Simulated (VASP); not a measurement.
The system is BaS.

```xyz
2
Lattice="0.0000 3.2254 3.2254 3.2254 0.0000 3.2254 3.2254 3.2254 0.0000" Properties=species:S:1:pos:R:3 pbc="T T T"
Ba    0.0000    0.0000    0.0000
S     3.2254    3.2254    3.2254
```

| Item | Value |
| --- | --- |
| Program | VASP 6.6.1 |
| Task | relaxation of cell and atoms |
| Functional | PBEsol |
| Potentials or basis | VASP PAW PBE potentials, release 64 (Ba_sv, S) |
| Cutoff | 690 eV |
| k mesh | 8 × 8 × 8 |
| Occupations | gaussian, width 0.03 eV |
| Spin | non-collinear spin, zero start, spin-orbit coupling |
| Starting moments | [[0.0, 0.0, 0.0], [0.0, 0.0, 0.0]] μB |

At the start: pressure -1.7 GPa; volume 33.55 Å³/atom.

Problem. How do energy, volume and symmetry change on relaxing?

Solution. Over 5 steps the energy falls by 7.6 meV/atom and the volume is 32.19 Å³/atom (-4.1 %); space group Fm-3m (No. 225, to 0.1 Å) before and after; moment 0.00 μB per cell.

The path:
```csv
step,energy change (eV),largest force (eV/Å),pressure (GPa),volume (Å³)
1,0.0000,0.0000,-1.74,67.11
2,-0.0141,0.0000,0.55,63.64
3,-0.0153,0.0000,0.00,64.38
4,-0.0153,0.0000,0.00,64.38
5,-0.0153,0.0000,0.00,64.38
```

Final structure:
```
Ba S
1.0
     0.00000    3.18105    3.18105
     3.18105    0.00000    3.18105
     3.18105    3.18105    0.00000
Ba S
1 1
Cartesian
  0.0000 0.0000 0.0000
  3.1810 3.1810 3.1810
```

Caveat: the PAW data sets were made with another functional, which shifts forces and pressure a little.
